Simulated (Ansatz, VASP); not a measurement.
# One calculation of Si2W, two programs

The input INCAR:

```
SYSTEM = Si2W
PREC = Accurate
ENCUT = 520
EDIFF = 1E-6
ISMEAR = 0
SIGMA = 0.15
LREAL = .FALSE.
LASPH = .TRUE.
NELM = 60
ALGO = Normal
ISIF = 2
LWAVE = .FALSE.
LCHARG = .FALSE.
GGA = PE
NBANDS = 18
```

The input KPOINTS:

```
Automatic mesh
0
G
  20 20 20
  0 0 0
```

The input POSCAR:

```
Si2W
1.0
   -1.6144976568      1.6144976568      3.9530809790
    1.6144976568     -1.6144976568      3.9530809790
    1.6144976568      1.6144976568     -3.9530809790
Si W
2 1
Direct
    0.3345744059      0.3345744059      0.0000000000
    0.6654255941      0.6654255941      0.0000000000
    0.0000000000      0.0000000000      0.0000000000
```

Input for Ansatz:

```yaml
crystal:
  lattice:
    - [-1.6144976568, 1.6144976568, 3.953080979]
    - [1.6144976568, -1.6144976568, 3.953080979]
    - [1.6144976568, 1.6144976568, -3.953080979]
  atoms:
    - { symbol: Si, position: [0.3345744059, 0.3345744059, 0.0] }
    - { symbol: Si, position: [0.6654255941, 0.6654255941, 0.0] }
    - { symbol: W, position: [0.0, 0.0, 0.0] }
basis:
  ecutwfc: 420
kpoints:
  mp_grid: { grid: [20, 20, 20] }
hamiltonian:
  xc: pbe
scf:
  occupations: { method: gaussian, width: 0.15 }
output:
  forces: true
  stress: true
  eigenvalues: true
  write_density: true
  write_potential: true
  elf: true
  volumetric_format: npy
```

Change from the starting cell: strain +0.0050 x Voigt [0, 0, 1, 0, 0, 0], atoms carried along.

Alike in both runs: task single point; functional PBE; k mesh 20 × 20 × 20; occupations gaussian, width 0.15 eV; no spin polarisation.

|  | VASP | Ansatz |
| --- | --- | --- |
| version | VASP 6.6.1 | Ansatz 0.2.0 |
| potentials or method | VASP PAW PBE potentials, release 64 (Si, W_sv), cutoff 520 eV | scalar-relativistic, plane waves, PAW |
| valence electrons in the cell | 22 | 22 |

|  | VASP | Ansatz | Ansatz less VASP |
| --- | --- | --- | --- |
| gap on the k mesh at the Fermi level (eV) | none | none | - |
| pressure (GPa) | -1.1 | -1.1 | -0.05 |
| traceless stress, the component that is largest in VASP (GPa) | -1.46 | -1.40 | +0.058 |
| rms of the force components (eV/Å) | 0.005 | 0.006 | +0.0014 |

Atom by atom the forces differ by 0.001 eV/Å (rms over components). A gap of «none» marks a metal or a gap that the smearing closes.

Neither program's run includes spin-orbit coupling.
